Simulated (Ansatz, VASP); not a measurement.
**One calculation of CdTe, two programs**

Contents of POSCAR:

```
CdTe
1.0
    0.0000000000      3.2799551159      3.2799551159
    3.1159573601      0.0000000000      3.2799551159
    3.1159573601      3.2799551159      0.0000000000
Cd Te
1 1
Direct
    0.0000000000      0.0000000000      0.0000000000
    0.2500000000      0.2500000000      0.2500000000
```

Contents of INCAR.step1:

```
PREC = Accurate
ENCUT = 520
ISMEAR = 0
SIGMA = 0.01
LREAL = F
LASPH = T
NELM = 100
NBANDS = 16
GGA = PE
ALGO = Normal
EDIFF = 1E-4
LWAVE = T
LCHARG = F
```

Contents of INCAR.step2:

```
PREC = Accurate
ENCUT = 520
EDIFF = 1E-7
ISMEAR = 0
SIGMA = 0.01
LREAL = F
LASPH = T
NELM = 100
ALGO = Normal
ISIF = 2
LWAVE = F
LCHARG = F
METAGGA = R2SCAN
LMIXTAU = T
NBANDS = 16
ISTART = 1
```

The input KPOINTS:

```
Automatic mesh
0
Gamma
  6 6 6
```

Input for Ansatz:

```yaml
crystal:
  lattice:
    - [0.0, 3.2799551159, 3.2799551159]
    - [3.1159573601, 0.0, 3.2799551159]
    - [3.1159573601, 3.2799551159, 0.0]
  atoms:
    - { symbol: Cd, position: [0.0, 0.0, 0.0] }
    - { symbol: Te, position: [0.25, 0.25, 0.25] }
kpoints:
  mp_grid: { grid: [6, 6, 6] }
  band_path:
    path:
      - [0.0, 0.0, 0.0]
      - [-0.5, -0.5, 0.0]
      - [-0.375, -0.375, 0.25]
      - [-0.375, 0.0, 0.375]
      - [0.0, 0.0, 0.5]
      - [-0.5, -0.25, 0.25]
    npoints: 1
hamiltonian:
  xc: r2scan
scf:
  occupations: { method: fixed }
  n_extra_bands: 4
output:
  forces: true
  stress: true
  eigenvalues: true
```

Change from the starting cell: uniaxial_x strain -5.0%.

Alike in both runs: task single point; functional r2SCAN; k mesh 6 × 6 × 6; no spin polarisation.

|  | VASP | Ansatz |
| --- | --- | --- |
| version | VASP 6.6.1 | Ansatz 0.2.0 |
| potentials or method | VASP PAW PBE potentials, release 64 (Cd, Te) | plane waves, PAW |
| plane-wave cutoff (eV) | 520 | 500 |
| occupations | gaussian, width 0.01 eV | fixed |
| valence electrons in the cell | 18 | 36 |

VASP gave:

```
gap on the k mesh at the Fermi level (eV)                     : 1.21
pressure (GPa)                                                : 2.4
traceless stress, the component that is largest in VASP (GPa) : 0.45
```

Task: Estimate Ansatz's values.

Result: gap on the k mesh at the Fermi level (eV): 1.22; pressure (GPa): 2.2; traceless stress, the component that is largest in VASP (GPa): 0.45.

VASP's potentials were made for PBE, not for r2SCAN. VASP's potentials hold 18 valence electrons a cell and Ansatz's 36, so a difference there can come from the potentials and not from the codes.

Neither program's run includes spin-orbit coupling.
